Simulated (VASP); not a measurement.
Here is a VASP 6.6.1 calculation.

Contents of INCAR:

```
SYSTEM = Cu3Au13
PREC = Accurate ; ENCUT = 520
EDIFF = 1E-6 ; ISMEAR = -1
SIGMA = 0.1206 ; LREAL = Auto
LASPH = .TRUE. ; NELM = 80
ALGO = Normal ; ISIF = 2
LWAVE = .FALSE. ; LCHARG = .FALSE.
GGA = PE ; ISYM = 0
NBANDS = 102
```

File KPOINTS:

```
Automatic mesh
0
Gamma
  1 1 1
  0.25 0.25 0.25
```

Contents of POSCAR:

```
Cu3Au13
1.0
    6.6859480000      0.0855830000     -0.0615900000
    0.0855830000      6.6105530000     -0.0078460000
   -0.0615900000     -0.0078460000      6.5441010000
Au Cu
13 3
Direct
    0.2312108958      0.4340092585      0.5378444672
    0.2762491172      0.4209747671      0.9086461458
    0.7066598197      0.8968038349      0.0159761442
    0.8274907719      0.4953865148      0.3673150765
    0.0552647929      0.1476765821      0.2000509205
    0.2015528429      0.8879804956      0.5485121233
    0.3220853404      1.0012134718      0.9459277534
    0.6419519299      0.3498531212      0.0088927061
    0.7513479376      0.9525702764      0.4738604104
    0.9089403235      0.6185773848      0.8183056760
    0.9643231570      0.1674106547      0.7329434810
    0.4232669300      0.1457324488      0.3245641268
    0.4246004370      0.6819068055      0.2641674359
    0.5745917480      0.2517192421      0.6604227372
    0.4707234191      0.7342833558      0.7115680278
    0.0518700331      0.7787705187      0.1324218420
```

Potentials or basis: VASP PAW PBE potentials, release 64 (Au, Cu).

Command:

```bash
$ cat potpaw_PBE.64/Au/POTCAR potpaw_PBE.64/Cu/POTCAR > POTCAR
$ mpirun -np 1 vasp_std > vasp.out
```

(1) Predict the pressure.

(2) What does it give for the band gap on the k mesh?

(3) Predict the largest force.

## Answers

(1) 4.5 GPa.

(2) 0.29 eV.

(3) 3.368 eV/Å.

Caveat: the k points lie up to 0.96 Å⁻¹ apart; spin-orbit coupling is left out, which moves the levels of the heavy elements.
